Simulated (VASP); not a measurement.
Wanted: the native input for a VASP 6.6.1 run.

| Item | Value |
| --- | --- |
| Task | single point |
| Functional | PBEsol |
| Potentials or basis | VASP PAW PBE potentials, release 64 (Mo_sv) |
| Cutoff | 520 eV |
| k mesh | 26 × 26 × 26 |
| Occupations | gaussian, width 0.15 eV |
| Spin | no spin polarisation |
| Dipole correction | no |
| Further INCAR settings | ALGO = Fast; EDIFF = 1e-07; NBANDS = 13 |

The structure of Mo lies in POSCAR:

```
Mo
1.0
   -1.5646534271      1.5959464956      1.5646534271
    1.5646534271     -1.5959464956      1.5646534271
    1.5646534271      1.5959464956     -1.5646534271
Mo
1
Direct
    0.0000000000      0.0000000000      0.0000000000
```

This cell differs from its parent crystal: strain +0.0200 x Voigt [0, 1, 0, 0, 0, 0].

These files were run (other wordings do the same):

INCAR

```
SYSTEM = Mo
  PREC = Accurate
  ENCUT = 520
  EDIFF = 1E-7
  ISMEAR = 0
  SIGMA = 0.15
  LREAL = .FALSE.
  LASPH = .TRUE.
  NELM = 60
  ALGO = Fast
  ISIF = 2
  LWAVE = .FALSE.
  LCHARG = .FALSE.
  GGA = PS
  NBANDS = 13
```

KPOINTS

```
regular mesh
0
G
  26 26 26
  0 0 0
```

Potentials or basis: VASP PAW PBE potentials, release 64 (Mo_sv).

The run is started by

```sh
$ cat potpaw_PBE.64/Mo_sv/POTCAR > POTCAR
$ mpirun -np 1 vasp_std > vasp.out
```

Results of the run:

The pressure is -4.7 GPa and the band gap on the k mesh is zero (band 7 reaches 16.43 eV, above the bottom of band 8 at 11.24 eV).

Caveat: the cell differs from its parent crystal (strain +0.0200 x Voigt [0, 1, 0, 0, 0, 0]); the PAW data sets were made with another functional, which shifts forces and pressure a little.

Run time: 3.5 min on 1 thread of AMD EPYC 7R43 64-Core Processor (Zen 3), on a shared host, peak memory 0.3 GiB.
